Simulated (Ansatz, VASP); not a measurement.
# PbS in VASP and in Ansatz

POSCAR

```
PbS
1.0
    2.0841087231      1.2032607323      3.4052630159
   -2.0841087231      1.2032607323      3.4052630159
    0.0000000000     -2.4065214646      3.4052630159
Pb S
1 1
Direct
    0.9805657800      0.9805657800      0.9805657800
    0.4750355500      0.4750355500      0.4750355500
```

INCAR.step1

```
SYSTEM = PbS
  PREC = Accurate
  ENCUT = 520
  EDIFF = 1E-5
  ISMEAR = -1
  SIGMA = 0.05
  LREAL = .FALSE.
  LASPH = .TRUE.
  NELM = 60
  ALGO = Normal
  ISIF = 2
  LWAVE = .TRUE.
  LCHARG = .FALSE.
  NBANDS = 17
  GGA = PE
```

Contents of INCAR.step2:

```
SYSTEM = PbS
  PREC = Accurate
  ENCUT = 520
  EDIFF = 1E-7
  ISMEAR = -1
  SIGMA = 0.05
  LREAL = .FALSE.
  LASPH = .TRUE.
  NELM = 60
  ALGO = Normal
  ISIF = 2
  LWAVE = .FALSE.
  LCHARG = .FALSE.
  GGA = PE
  LHFCALC = .TRUE.
  AEXX = 0.25
  PRECFOCK = Normal
  NBANDS = 17
  ISTART = 1
```

The input KPOINTS:

```
Automatic mesh
0
G
  4 4 4
  0 0 0
```

The input input.yaml:

```yaml
crystal:
  lattice:
    - [2.0841087231, 1.2032607323, 3.4052630159]
    - [-2.0841087231, 1.2032607323, 3.4052630159]
    - [0.0, -2.4065214646, 3.4052630159]
  atoms:
    - { symbol: Pb, position: [0.98056578, 0.98056578, 0.98056578] }
    - { symbol: S, position: [0.47503555, 0.47503555, 0.47503555] }
hamiltonian:
  xc: pbe0
  pseudopotentials: { kind: paw }
kpoints:
  mp_grid: { grid: [4, 4, 4] }
scf:
  occupations: { method: fermi_dirac, width: 0.05 }
output:
  forces: true
  stress: true
  eigenvalues: true
```

Alike in both runs: task single point; functional PBE0; k mesh 4 × 4 × 4; occupations fermi-dirac, width 0.05 eV; no spin polarisation.

|  | VASP | Ansatz |
| --- | --- | --- |
| version | VASP 6.6.1 | Ansatz 0.2.0 |
| potentials or method | VASP PAW PBE potentials, release 64 (Pb_d, S) | Ansatz PAW |
| plane-wave cutoff (eV) | 520 | 420 |
| valence electrons in the cell | 20 | 20 |

Ansatz gave:

```
gap on the k mesh at the Fermi level (eV) : 1.34
least direct gap on the mesh (eV)         : 1.34
pressure (GPa)                            : 2.5
rms of the force components (eV/Å)        : 0.008
```

Q: Which values does VASP return?

A: gap on the k mesh at the Fermi level (eV): 1.41; least direct gap on the mesh (eV): 1.41; pressure (GPa): 2.2; rms of the force components (eV/Å): 0.007.

Atom by atom the forces differ by 0.001 eV/Å (rms over components). The functional is the same, so the differences come from potentials, cutoffs and numerics.

The k mesh is coarse, so the values compare programs but aren't converged. Spin-orbit coupling is off throughout.
